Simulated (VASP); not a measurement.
# ZrN in VASP: a series of runs, part 2 of 2

VASP 6.6.1.

## 4. Relaxation of the atoms, PBE

INCAR reads:

```
PREC = Accurate ; ENCUT = 520
EDIFF = 1E-7 ; ISMEAR = -1
SIGMA = 0.05 ; LREAL = F
LASPH = T ; NELM = 120
ALGO = Normal ; ISIF = 2
LWAVE = F ; LCHARG = F
LDIPOL = T ; IDIPOL = 3
DIPOL = 0.5 0.5 0.500 ; GGA = PE
IBRION = 2 ; NSW = 32
EDIFFG = -0.01 ; GGA_COMPAT = F
NELMIN = 4 ; NELMDL = -8
KPAR = 4
```

KPOINTS reads:

```
regular mesh
0
Gamma
  10 10 1
```

POSCAR reads:

```
ZrN
1.0
    3.2489502559      0.0000000000      0.0000000000
    0.0000000000      3.2489502559      0.0000000000
    0.0000000000      0.0000000000     20.5947000000
Zr N
3 3
Direct
    0.2500000000      0.2500000000      0.3949687699
    0.7500000000      0.7500000000      0.5000000065
    0.2500000000      0.2500000000      0.6050312169
    0.7500000000      0.7500000000      0.3845318263
    0.2500000000      0.2500000000      0.4999999971
    0.7500000000      0.7500000000      0.6154681833
```

Potentials or basis: VASP PAW PBE potentials, release 64 (Zr_sv, N).

Command:

```sh
$ cat potpaw_PBE.64/Zr_sv/POTCAR potpaw_PBE.64/N/POTCAR > POTCAR
$ mpirun -np 4 vasp_std > vasp.out
```

OUTCAR:

```text
PREC = Accurate
   ENCUT = 520
   EDIFF = 1E-7
   ISMEAR = -1
   LREAL = F
   LASPH = T
   NELM = 120
   ISIF = 2
   GGA = PE
   IBRION = 2
   NSW = 32
   EDIFFG = -0.01
   NELMIN = 4
   NELMDL = -8

 ion  position               nearest neighbor table
   1  0.250  0.250  0.395-   5 2.16   4 2.31   4 2.31   4 2.31   4 2.31   2 3.16   2 3.16   2 3.16
                             2 3.16
   2  0.750  0.750  0.500-   5 2.30   5 2.30   5 2.30   5 2.30   6 2.38   4 2.38   3 3.16   3 3.16
                             3 3.16   3 3.16   1 3.16   1 3.16   1 3.16   1 3.16
   3  0.250  0.250  0.605-   5 2.16   6 2.31   6 2.31   6 2.31   6 2.31   2 3.16   2 3.16   2 3.16
                             2 3.16
   4  0.750  0.750  0.385-   1 2.31   1 2.31   1 2.31   1 2.31   2 2.38
   5  0.250  0.250  0.500-   3 2.16   1 2.16   2 2.30   2 2.30   2 2.30   2 2.30
   6  0.750  0.750  0.615-   3 2.31   3 2.31   3 2.31   3 2.31   2 2.38

  LATTYP: Found a simple tetragonal cell.
 ALAT       =     3.2489502559
 C/A-ratio  =     6.3388782154

  Lattice vectors:

 A1 = (   3.2489502559,   0.0000000000,   0.0000000000)
 A2 = (   0.0000000000,   3.2489502559,   0.0000000000)
 A3 = (   0.0000000000,   0.0000000000,  20.5947000000)

Analysis of symmetry for initial positions (statically):
=====================================================================
 Subroutine PRICEL returns:
 Original cell was already a primitive cell.

 Routine SETGRP: Setting up the symmetry group for a
 simple tetragonal supercell.

 Subroutine GETGRP returns: Found 16 space group operations
 (whereof  4 operations were pure point group operations)
 out of a pool of 16 trial point group operations.

The static configuration has the point symmetry C_2v.
 The point group associated with its full space group is D_4h.

Analysis of symmetry for dynamics (positions and initial velocities):
=====================================================================
 Subroutine PRICEL returns:
[... 145 lines left out ...]
 conjugate gradient relaxation of ions
 non-spin polarized calculation
  energy-cutoff  :      520.00
  volume of cell :      217.39
 maximum number of plane-waves:      5912
   NGX = 13   NGY = 13   NGZ = 77

--------------------------------------- Ionic step        1  -------------------------------------------

 number of electron      51.0000001 magnetization

 Free energy of the ion-electron system (eV)
  ---------------------------------------------------
  ext. energy  EPLUGINS =         0.00000000
  ---------------------------------------------------
  free energy    TOTEN  =       -59.31563926 eV

  energy without entropy =      -59.29773653  energy(sigma->0) =      -59.30668790

------------------------ aborting loop because EDIFF is reached ----------------------------------------

  FORCE on cell =-STRESS in cart. coord.  units (eV):
  Direction    XX          YY          ZZ          XY          YZ          ZX
  --------------------------------------------------------------------------------------
  -------------------------------------------------------------------------------------
  Total       -4.6734480     -4.6734480      0.0736336      0.0000000     -0.0000000      0.0000000
  in kB      -34.4434309    -34.4434309      0.5426815      0.0000000     -0.0000000      0.0000000
  external PRESSURE =     -22.7813934 kB  Pullay stress =       0.0000000 kB
[... 147 lines left out ...]
--------------------------------------- Ionic step        5  -------------------------------------------

 number of electron      51.0000001 magnetization

 dipolmoment           0.000000      0.000000      0.000001 electrons x Angstroem

 Free energy of the ion-electron system (eV)
  ---------------------------------------------------
  ext. energy  EPLUGINS =         0.00000000
  ---------------------------------------------------
  free energy    TOTEN  =       -59.31570029 eV

  energy without entropy =      -59.29771125  energy(sigma->0) =      -59.30670577

 E-fermi :   2.5213     XC(G=0):  -5.0036

 val. band max:        2.5096125862   @ k =   0.2000   0.2000   0.0000
 cond. band min:       2.5300894996   @ k =   0.1000   0.0000   0.0000
 fundamental gap:      0.0204769133
 Fermi energy:         2.5213157207

 k-point     1 :       0.0000    0.0000    0.0000
  band No.  band energies     occupation
      1     -47.2682      2.00000
      2     -47.2474      2.00000
      3     -46.8659      2.00000
      4     -25.7238      2.00000
      5     -25.6039      2.00000
      6     -25.1330      2.00000
[... 682 lines left out ...]
     29       4.8566      0.00000
     30       6.2437      0.00000

------------------------ aborting loop because EDIFF is reached ----------------------------------------

 vacuum level on the upper side and lower side of the slab       (xc-potential included)        -0.171        -0.171

  FORCE on cell =-STRESS in cart. coord.  units (eV):
  Direction    XX          YY          ZZ          XY          YZ          ZX
  --------------------------------------------------------------------------------------
  -------------------------------------------------------------------------------------
  Total       -4.7078727     -4.7078727     -0.0648716     -0.0000000     -0.0000000      0.0000000
  in kB      -34.6971413    -34.6971413     -0.4781052     -0.0000000     -0.0000000      0.0000000
  external PRESSURE =     -23.2907960 kB  Pullay stress =       0.0000000 kB
[... 21 lines left out ...]
  FREE ENERGIE OF THE ION-ELECTRON SYSTEM (eV)
  ---------------------------------------------------
  free  energy   TOTEN  =       -59.3157002863 eV

  energy  without entropy=      -59.2977112488  energy(sigma->0) =      -59.30670577

 reached required accuracy - stopping structural energy minimisation

 vacuum level on the upper side and lower side of the slab         4.581         4.581
```

CONTCAR:

```text
ZrN
   1.00000000000000
     3.2489502559000001    0.0000000000000000    0.0000000000000000
     0.0000000000000000    3.2489502559000001    0.0000000000000000
     0.0000000000000000    0.0000000000000000   20.5946999999999996
  Zr              N
     3     3
Direct
     0.2500000000000000    0.2500000000000000    0.3948915847898612
     0.7500000000000000    0.7500000000000000    0.5000000065000023
     0.2500000000000000    0.2500000000000000    0.6051084020101375
     0.7500000000000000    0.7500000000000000    0.3844096836866984
     0.2500000000000000    0.2500000000000000    0.4999999970999980
     0.7500000000000000    0.7500000000000000    0.6155903259133024

  0.00000000E+00  0.00000000E+00  0.00000000E+00
  0.00000000E+00  0.00000000E+00  0.00000000E+00
  0.00000000E+00  0.00000000E+00  0.00000000E+00
  0.00000000E+00  0.00000000E+00  0.00000000E+00
  0.00000000E+00  0.00000000E+00  0.00000000E+00
  0.00000000E+00  0.00000000E+00  0.00000000E+00
```

It took 3.6 min on 4 MPI ranks of Intel Xeon Platinum 8259CL at 2.50GHz (Skylake/Cascade Lake), shared host; peak memory 0.36 GiB.

Results:

* Free energy: -59.3157 eV
* Energy gained by relaxing: 0.0 meV/atom
* Ionic steps: 5
* Band gap on the k mesh: zero (an odd number of electrons rules out a gap without spin polarisation)

Final structure:
```xyz
6
Lattice="3.2490 0.0000 0.0000 0.0000 3.2490 0.0000 0.0000 0.0000 20.5947" Properties=species:S:1:pos:R:3 pbc="T T T"
Zr    0.8122    0.8122    8.1327
Zr    2.4367    2.4367   10.2973
Zr    0.8122    0.8122   12.4620
N     2.4367    2.4367    7.9168
N     0.8122    0.8122   10.2973
N     2.4367    2.4367   12.6779
```

Levels at points of the mesh, in eV from the Fermi level:
```tsv
k point	band 22	band 23	band 24	band 25	band 26	band 27	band 28	band 29	band 30
(0.00, 0.00, 0.00)	-2.51	-2.51	-2.32	-2.32	-2.03	-0.69	0.04	0.04	0.16
(0.50, 0.00, 0.00)	-4.78	-4.67	-4.19	0.93	1.48	1.79	1.82	2.33	2.72
(0.50, 0.50, 0.00)	-3.46	-3.46	-2.69	-2.69	-2.57	0.76	0.76	2.34	3.72
```

## 5. Summary

| task | cell | dipole correction | gap on the mesh (eV) |
| --- | --- | --- | --- |
| single point | as given, atomic positions A | no | none |
| relaxation of the atoms | atoms relaxed, atomic positions B | yes | none |
| relaxation of the atoms | atoms relaxed, atomic positions A | yes | none |

Alike in all rows: level PBE; potentials or basis VASP PAW PBE potentials, release 64 (Zr_sv, N); no spin polarisation; k mesh 10 × 10 × 1; cutoff (eV) 520; smearing fermi-dirac 0.05 eV.

Absolute energies hang on the potentials; compare differences alone.
